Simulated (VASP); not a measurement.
# RbBr (Amm2) in VASP: notebook

The runs below take RbBr through single point, with PBEsol.

Everything below comes from runs of VASP 6.6.1. Logs are shortened: lines on timing, memory, paths and dates and some standing lists are left out, and cuts for length are marked.

## Step 1: The cell of the first run

The structure is orthorhombic, space group Amm2 (No. 38). Conventional cell: a = 4.126 Å, b = 5.835 Å, c = 5.835 Å, α = 90.00°, β = 90.00°, γ = 90.00°. Within 4.4 Å of Rb (site symmetry mm2) lie 8 Br at 3.33 to 3.82 Å and 6 Rb at 4.13 Å. Br (site symmetry mm2) has 8 Rb at 3.33 to 3.82 Å and 6 Br at 4.13 Å within 4.4 Å.

## Step 2: Single point, PBEsol (atom 1 (Rb) moved by (-0.300, +0.000) A along [1 1 0] and z)

INCAR

```
PREC = Accurate
ENCUT = 520
EDIFF = 1E-7
ISMEAR = 0
SIGMA = 0.05
LREAL = F
LASPH = T
NELM = 60
ALGO = Normal
ISIF = 2
LWAVE = F
LCHARG = F
GGA = PS
NBANDS = 15
```

KPOINTS

```
Automatic mesh
0
Gamma
  6 6 6
```

POSCAR

```
RbBr
1.0
    4.1260773000      0.0000000000      0.0000000000
    0.0000000000      4.1260773000      0.0000000000
    0.0000000000      0.0000000000      4.1260773000
Rb Br
1 1
Direct
   -0.0514125206     -0.0514125206      0.0000000000
    0.5000000000      0.5000000000      0.5000000000
```

Potentials or basis: VASP PAW PBE potentials, release 64 (Rb_sv, Br).

The run is started by

```sh
$ cat potpaw_PBE.64/Rb_sv/POTCAR potpaw_PBE.64/Br/POTCAR > POTCAR
$ mpirun -np 1 vasp_std > vasp.out
```

OUTCAR:

```text
PREC = Accurate
   ENCUT = 520
   EDIFF = 1E-7
   ISMEAR = 0
   LREAL = F
   LASPH = T
   NELM = 60
   ISIF = 2
   GGA = PS

 ion  position               nearest neighbor table
   1  0.949  0.949  0.000-   2 3.33   2 3.33   2 3.59   2 3.59   2 3.59   2 3.59   2 3.82   2 3.82

   2  0.500  0.500  0.500-   1 3.33   1 3.33   1 3.59   1 3.59   1 3.59   1 3.59   1 3.82   1 3.82

  LATTYP: Found a simple cubic cell.
 ALAT       =     4.1260773000

  Lattice vectors:

 A1 = (   4.1260773000,   0.0000000000,   0.0000000000)
 A2 = (   0.0000000000,   4.1260773000,   0.0000000000)
 A3 = (   0.0000000000,   0.0000000000,   4.1260773000)

Analysis of symmetry for initial positions (statically):
=====================================================================
 Subroutine PRICEL returns:
 Original cell was already a primitive cell.

 Routine SETGRP: Setting up the symmetry group for a
 simple cubic supercell.

 Subroutine GETGRP returns: Found  4 space group operations
 (whereof  4 operations were pure point group operations)
 out of a pool of 48 trial point group operations.

The static configuration has the point symmetry C_2v.

Analysis of symmetry for dynamics (positions and initial velocities):
=====================================================================
 Subroutine PRICEL returns:
 Original cell was already a primitive cell.

 Routine SETGRP: Setting up the symmetry group for a
 simple cubic supercell.

 Subroutine GETGRP returns: Found  4 space group operations
 (whereof  4 operations were pure point group operations)
 out of a pool of 48 trial point group operations.

The dynamic configuration has the point symmetry C_2v.

 Subroutine INISYM returns: Found  4 space group operations
 (whereof  4 operations are pure point group operations),
 and found     1 'primitive' translations

----------------------------------------------------------------------------------------

                                     Primitive cell

  volume of cell :      70.2445

  direct lattice vectors                    reciprocal lattice vectors
     4.126077300  0.000000000  0.000000000     0.242360947  0.000000000  0.000000000
     0.000000000  4.126077300  0.000000000     0.000000000  0.242360947  0.000000000
     0.000000000  0.000000000  4.126077300     0.000000000  0.000000000  0.242360947

  length of vectors
     4.126077300  4.126077300  4.126077300     0.242360947  0.242360947  0.242360947

  position of ions in fractional coordinates (direct lattice)
     0.948587479  0.948587479  0.000000000
     0.500000000  0.500000000  0.500000000

  ion indices of the primitive-cell ions
   primitive index   ion index
                 1           1
                 2           2

----------------------------------------------------------------------------------------

 KPOINTS: Automatic mesh

Automatic generation of k-mesh.
 Grid dimensions read from file:
 generate k-points for:    6    6    6

 Generating k-lattice:

  Cartesian coordinates                     Fractional coordinates (reciprocal lattice)
     0.040393491  0.000000000  0.000000000     0.166666667  0.000000000  0.000000000
     0.000000000  0.040393491  0.000000000     0.000000000  0.166666667  0.000000000
     0.000000000  0.000000000  0.040393491     0.000000000  0.000000000  0.166666667

  Length of vectors
     0.040393491  0.040393491  0.040393491

  Shift w.r.t. Gamma in fractional coordinates (k-lattice)
     0.000000000  0.000000000  0.000000000

 Subroutine IBZKPT returns following result:
 ===========================================

 Found     52 irreducible k-points:

 Following reciprocal coordinates:
            Coordinates               Weight
  0.000000  0.000000  0.000000      1.000000
  0.166667  0.000000  0.000000      4.000000
  0.000000  0.000000  0.166667      2.000000
  0.333333  0.000000  0.000000      4.000000
  0.000000  0.000000  0.333333      2.000000
  0.500000  0.000000  0.000000      2.000000
[... 16 lines left out ...]
  0.333333  0.000000  0.500000      4.000000
  0.500000  0.500000  0.000000      1.000000
 [... further k-points ...]
   k-points           NKPTS =     52   k-points in BZ     NKDIM =     52   number of bands    NBANDS=     15
   number of dos      NEDOS =    301   number of ions     NIONS =      2
   total plane-waves  NPLWV =  32768
   dimension x,y,z NGX =    32 NGY =   32 NGZ =   32
   dimension x,y,z NGXF=    64 NGYF=   64 NGZF=   64
   ions per type =               1   1
   NGX,Y,Z   is equivalent  to a cutoff of  12.89, 12.89, 12.89 a.u.
   NGXF,Y,Z  is equivalent  to a cutoff of  25.79, 25.79, 25.79 a.u.
 SYSTEM =  unknown system
   PREC   = accura    normal or accurate (medium, high low for compatibility)
   ISTART =      0    job   : 0-new  1-cont  2-samecut
   ICHARG =      2    charge: 1-file 2-atom 10-const
   ISPIN  =      1    spin polarized calculation?
   LNONCOLLINEAR =      F non collinear calculations
   LSORBIT =      F    spin-orbit coupling
   LASPH  =      T    aspherical Exc in radial PAW
   ENCUT  =  520.0 eV  38.22 Ry    6.18 a.u.   7.67  7.67  7.67*2*pi/ulx,y,z
   NELM   =     60;   NELMIN=  2; NELMDL= -5     # of ELM steps
   EDIFF  = 0.1E-06   stopping-criterion for ELM
   LREAL  =      F    real-space projection
   EDIFFG = 0.1E-05   stopping-criterion for IOM
   NSW    =      0    number of steps for IOM
   IBRION =     -1    ionic relax: 0-MD 1-quasi-New 2-CG
   NFREE  =      0    steps in history (QN), initial steepest desc. (CG)
   ISIF   =      2    stress and relaxation
   ISYM   =      2    0-nonsym 1-usesym 2-fastsym
   POTIM  = 0.5000    time-step for ionic-motion
   TEBEG  =    0.0;   TEEND  =   0.0 temperature during run
   PSTRESS=    0.0 pullay stress
   NELECT =      16.0000    total number of electrons
   NUPDOWN=      -1.0000    fix difference up-down
   EMIN   =  10.00;   EMAX   =-10.00  energy-range for DOS
   EFERMI =   0.00;   METHOD = LEGACY
   ISMEAR =     0;   SIGMA  =   0.05  broadening in eV -4-tet -1-fermi 0-gaus
   EFERMI_NEDOS =   21; number of points for ismear=-14 and -15
   IALGO  =     38    algorithm
   IMIX   =      4    mixing-type and parameters
     AMIX     =   0.40;   BMIX     =  1.00
     AMIX_MAG =   1.60;   BMIX_MAG =  1.00
  volume/ion in A,a.u.               =      35.12       237.02
  Fermi-wavevector in a.u.,A,eV,Ry     =   0.999795  1.889338 13.600238  0.999589
  Thomas-Fermi vector in A             =   2.132108
   LORBIT       =      0    0 simple, 1 ext, 2 COOP (PROOUT), +10 PAW based schemes
   GGA     = PS    functional components
   LHFCALC =     F    Hartree Fock is set to
   AEXX    =    0.0000 exact exchange contribution
   IVDW    =     0    specifies the selected vdW correction
   LEPSILON=     F    determine dielectric tensor
   LRPA    =     F    only Hartree local field effects (RPA)
 non-spin polarized calculation
 Gauss-broadening in eV      SIGMA  =   0.05
  energy-cutoff  :      520.00
  volume of cell :       70.24
 maximum number of plane-waves:      1924
 NGX is ok and might be reduce to    32
   NGX = 15   NGY = 15   NGZ = 15

 number of electron      16.0000002 magnetization

 Free energy of the ion-electron system (eV)
  ---------------------------------------------------
  ext. energy  EPLUGINS =         0.00000000
  ---------------------------------------------------
  free energy    TOTEN  =        -6.26356922 eV

  energy without entropy =       -6.26356922  energy(sigma->0) =       -6.26356922

 E-fermi :  -0.5527     XC(G=0):  -8.1023

 val. band max:       -0.8041195099   @ k =   0.0000   0.5000   0.5000
 cond. band min:       3.1412924535   @ k =   0.0000   0.0000   0.0000
 fundamental gap:      3.9454119633
 Fermi energy:        -0.5526758168

 k-point     1 :       0.0000    0.0000    0.0000
  band No.  band energies     occupation
      1     -25.7698      2.00000
      2     -13.4284      2.00000
      3      -9.7690      2.00000
      4      -9.7645      2.00000
      5      -9.7631      2.00000
      6      -0.9770      2.00000
      7      -0.9447      2.00000
      8      -0.9430      2.00000
      9       3.1413      0.00000
     10       4.7230      0.00000
     11       4.8336      0.00000
     12       9.1015      0.00000
     13       9.2012      0.00000
     14       9.2289      0.00000
     15      11.3244      0.00000

 k-point     2 :       0.1667    0.0000    0.0000
  band No.  band energies     occupation
      1     -25.7645      2.00000
      2     -13.4264      2.00000
      3      -9.8061      2.00000
      4      -9.7564      2.00000
      5      -9.7498      2.00000
      6      -1.4619      2.00000
      7      -0.9655      2.00000
      8      -0.9651      2.00000
      9       3.7973      0.00000
     10       4.9370      0.00000
     11       5.3946      0.00000
     12       8.9708      0.00000
     13       9.0511      0.00000
     14       9.3206      0.00000
     15      10.3641      0.00000

 k-point     3 :       0.0000    0.0000    0.1667
  band No.  band energies     occupation
      1     -25.7644      2.00000
      2     -13.4281      2.00000
      3      -9.8112      2.00000
      4      -9.7528      2.00000
      5      -9.7459      2.00000
      6      -1.4548      2.00000
      7      -0.9814      2.00000
      8      -0.9568      2.00000
      9       3.8026      0.00000
     10       5.0039      0.00000
     11       5.2960      0.00000
     12       8.9620      0.00000
     13       9.0147      0.00000
     14       9.4032      0.00000
     15      10.1675      0.00000

 k-point     4 :       0.3333    0.0000    0.0000
  band No.  band energies     occupation
      1     -25.7539      2.00000
      2     -13.4244      2.00000
      3      -9.8713      2.00000
      4      -9.7319      2.00000
      5      -9.7310      2.00000
      6      -2.2169      2.00000
      7      -1.0078      2.00000
      8      -0.9833      2.00000
      9       5.1243      0.00000
     10       5.4613      0.00000
     11       6.5348      0.00000
     12       8.4556      0.00000
     13       8.8646      0.00000
     14       9.2268      0.00000
     15       9.6475      0.00000
[... 307 lines left out ...]
 k-point    22 :       0.0000    0.5000    0.3333
  band No.  band energies     occupation
      1     -25.7338      2.00000
      2     -13.2909      2.00000
      3     -10.0547      2.00000
      4      -9.9757      2.00000
      5      -9.6962      2.00000
      6      -2.0228      2.00000
      7      -1.6735      2.00000
      8      -0.8516      2.00000
      9       4.8546      0.00000
     10       5.5881      0.00000
     11       7.3669      0.00000
     12       7.6901      0.00000
     13       8.3364      0.00000
     14       9.3187      0.00000
     15      10.7879      0.00000

 k-point    23 :       0.3333    0.0000    0.5000
  band No.  band energies     occupation
      1     -25.7337      2.00000
      2     -13.2930      2.00000
      3     -10.0225      2.00000
      4     -10.0057      2.00000
      5      -9.6958      2.00000
      6      -2.0269      2.00000
      7      -1.6641      2.00000
      8      -0.8563      2.00000
      9       4.8431      0.00000
     10       5.5781      0.00000
     11       7.4831      0.00000
     12       7.5751      0.00000
     13       8.3520      0.00000
     14       9.2938      0.00000
     15      10.6893      0.00000

 k-point    24 :       0.5000    0.5000    0.0000
  band No.  band energies     occupation
      1     -25.7290      2.00000
      2     -13.2513      2.00000
      3     -10.0871      2.00000
      4     -10.0609      2.00000
      5      -9.6822      2.00000
      6      -1.8577      2.00000
      7      -1.8466      2.00000
      8      -0.8212      2.00000
      9       4.4409      0.00000
     10       5.3324      0.00000
     11       7.1288      0.00000
     12       7.2243      0.00000
     13       9.6672      0.00000
     14       9.9033      0.00000
     15      10.9914      0.00000

 [... further k-points ...]

------------------------ aborting loop because EDIFF is reached ----------------------------------------

  FORCE on cell =-STRESS in cart. coord.  units (eV):
  Direction    XX          YY          ZZ          XY          YZ          ZX
  --------------------------------------------------------------------------------------
  -------------------------------------------------------------------------------------
  Total       -0.0604679     -0.0604679     -0.0183850      0.1945632      0.0000000      0.0000000
  in kB       -1.3791885     -1.3791885     -0.4193355      4.4377126      0.0000000      0.0000000
  external PRESSURE =      -1.0592375 kB  Pullay stress =       0.0000000 kB

 VOLUME and BASIS-vectors are now :
 -----------------------------------------------------------------------------
  energy-cutoff  :      520.00
  volume of cell :       70.24
      direct lattice vectors                 reciprocal lattice vectors
     4.126077300  0.000000000  0.000000000     0.242360947  0.000000000  0.000000000
     0.000000000  4.126077300  0.000000000     0.000000000  0.242360947  0.000000000
     0.000000000  0.000000000  4.126077300     0.000000000  0.000000000  0.242360947

 POSITION                                       TOTAL-FORCE (eV/Angst)
 -----------------------------------------------------------------------------------
      3.91395      3.91395      0.00000         0.170569      0.170569      0.000000
      2.06304      2.06304      2.06304        -0.170569     -0.170569      0.000000
 -----------------------------------------------------------------------------------
    total drift:                               -0.000025     -0.000025     -0.000000

  FREE ENERGIE OF THE ION-ELECTRON SYSTEM (eV)
  ---------------------------------------------------
  free  energy   TOTEN  =        -6.2635692233 eV

  energy  without entropy=       -6.2635692233  energy(sigma->0) =       -6.26356922
```

Wall time 55 s (1 thread of Intel Xeon 8259CL, shared host); peak memory 0.21 GiB.

Results:

```yaml
Free_energy: -6.2636 eV
Pressure: -0.1 GPa
Largest_force: 0.241 eV/Å
Band_gap_on_the_k_mesh: 3.95 eV (least direct gap 4.08 eV)
```

Forces on the atoms (eV/Å):
```
Rb   0.171  0.171  0.000
Br  -0.171 -0.171  0.000
```

Stress tensor (GPa, compression positive):
```
-0.14  0.44  0.00
 0.44 -0.14  0.00
 0.00  0.00 -0.04
```

Levels at points of the mesh, in eV from the valence-band top:
| k point | band 6 | band 7 | band 8 | band 9 | band 10 | band 11 |
| --- | --- | --- | --- | --- | --- | --- |
| (0.00, 0.00, 0.00) | -0.17 | -0.14 | -0.14 | 3.95 | 5.53 | 5.64 |
| (0.50, 0.00, 0.00) | -1.72 | -0.23 | -0.19 | 6.72 | 6.95 | 7.57 |
| (0.00, 0.00, 0.50) | -1.72 | -0.22 | -0.20 | 6.75 | 6.90 | 7.48 |
| (0.50, 0.50, 0.00) | -1.05 | -1.04 | -0.02 | 5.25 | 6.14 | 7.93 |
| (0.00, 0.50, 0.50) | -1.05 | -1.04 | 0.00 | 5.25 | 6.20 | 7.96 |
| (0.50, 0.50, 0.50) | -1.34 | -1.31 | -1.30 | 7.85 | 7.88 | 8.13 |

Caveat: the cell differs from its parent crystal (atom 1 (Rb) moved by (-0.300, +0.000) A along [1 1 0] and z); the PAW data sets were made with another functional, which shifts forces and pressure a little. A k mesh can miss the band edges.

(Continued in part 2 of 2.)
